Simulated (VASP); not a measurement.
A run of VASP 6.6.1 is set up as follows.

File INCAR:

```
SYSTEM = Mo3W
  ALGO = Fast
  EDIFF = 1E-6
  ENCUT = 520
  GGA = RP
  ISIF = 2
  ISMEAR = 0
  LASPH = .True.
  LCHARG = .False.
  LREAL = .False.
  LWAVE = .False.
  NBANDS = 36
  NELM = 60
  PREC = Accurate
  SIGMA = 0.1
```

KPOINTS

```
k-points
0
Gamma
  12 12 12
  0 0 0
```

The input POSCAR:

```
Mo3W
1.0
    4.0111265161      0.0000000000      0.0000000000
    0.0000000000      4.0111265161      0.0000000000
    0.0000000000      0.0000000000      4.0111265161
Mo W
3 1
Direct
    0.0000000000      0.5000000000      0.5000000000
    0.5000000000      0.0000000000      0.5000000000
    0.5000000000      0.5000000000      0.0000000000
    0.0000000000      0.0000000000      0.0000000000
```

Potentials or basis: VASP PAW PBE potentials, release 64 (Mo_sv, W_sv).

Command:

```console
$ cat potpaw_PBE.64/Mo_sv/POTCAR potpaw_PBE.64/W_sv/POTCAR > POTCAR
$ mpirun -np 1 vasp_std > vasp.out
```

Task: What does it give for the band gap on the k mesh?

Result: Zero (band 28 reaches 13.63 eV, above the bottom of band 29 at 11.13 eV).

Task: Estimate the pressure.

Result: 3.9 GPa.

Caveat: the PAW data sets were made with another functional, which shifts forces and pressure a little; spin-orbit coupling is left out, which moves the levels of the heavy elements.
